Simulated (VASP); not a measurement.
Set up this calculation in VASP 6.6.1, as the native input.

* Task: single point
* Functional: PBE
* Potentials or basis: VASP PAW PBE potentials, release 64 (Hg)
* Cutoff: 520 eV
* k mesh: 10 × 10 × 10
* Occupations: gaussian, width 0.1 eV
* Spin: no spin polarisation
* Dipole correction: no
* Further INCAR settings: ALGO = Fast; EDIFF = 1e-06; NBANDS = 25

The structure of Hg lies in POSCAR:

```
Hg
1.0
    4.7447780000      0.0000000000      0.0000000000
    0.0000000000      4.7447780000      0.0000000000
    0.0000000000      0.0000000000      4.7447780000
Hg
3
Direct
    0.5000000000      0.0000000000      0.0000000000
    0.0000000000      0.5000000000      0.0000000000
    0.0000000000      0.0000000000      0.5000000000
```

One way to write it, as run:

INCAR

```
SYSTEM = Hg
PREC = Accurate
ENCUT = 520
EDIFF = 1E-6
ISMEAR = 0
SIGMA = 0.1
LREAL = .False.
LASPH = .True.
NELM = 100
ALGO = Fast
ISIF = 2
LWAVE = .False.
LCHARG = .False.
GGA = PE
NBANDS = 25
```

KPOINTS

```
Automatic mesh
0
Gamma
  10 10 10
  0 0 0
```

Potentials or basis: VASP PAW PBE potentials, release 64 (Hg).

Launch:

```console
$ cat potpaw_PBE.64/Hg/POTCAR > POTCAR
$ mpirun -np 1 vasp_std > vasp.out
```

It gave:

The pressure is 0.1 GPa. The band gap on the k mesh is zero (band 18 reaches 0.54 eV, above the bottom of band 19 at -0.53 eV).

Caveat: spin-orbit coupling is left out, which moves the levels of the heavy elements.

Run time: 33 s on 1 thread of Intel(R) Xeon(R) 6975P-C (Granite Rapids), on a shared host, peak memory 0.27 GiB.
